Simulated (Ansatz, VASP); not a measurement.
# Rb: VASP beside Ansatz

```
Rb
1.0
     2.48636   -4.35398    0.00000
     2.48636    4.35398    0.00000
     0.00000    0.00000    8.27555
Rb
2
Cartesian
  2.4864 2.9582 6.2067
  2.4864 -2.9582 2.0689
```

Alike in both runs: task single point; functional PBE; k mesh 6 × 6 × 3; occupations fermi-dirac, width 0.05 eV; no spin polarisation.

|  | VASP | Ansatz |
| --- | --- | --- |
| version | VASP 6.6.1 | Ansatz 0.2.0 |
| potentials or method | VASP PAW PBE potentials, release 64 (Rb_sv) | Ansatz PAW |
| plane-wave cutoff (eV) | 520 | 420 |
| valence electrons in the cell | 18 | 18 |

```tsv
	VASP	Ansatz	Ansatz less VASP
gap on the k mesh at the Fermi level (eV)	none	none	-
pressure (GPa)	0.1	0.1	0.00
traceless stress, the component that is largest in VASP (GPa)	-0.07	-0.07	0.000
```

A gap of «none» marks a metal or a gap that the smearing closes.
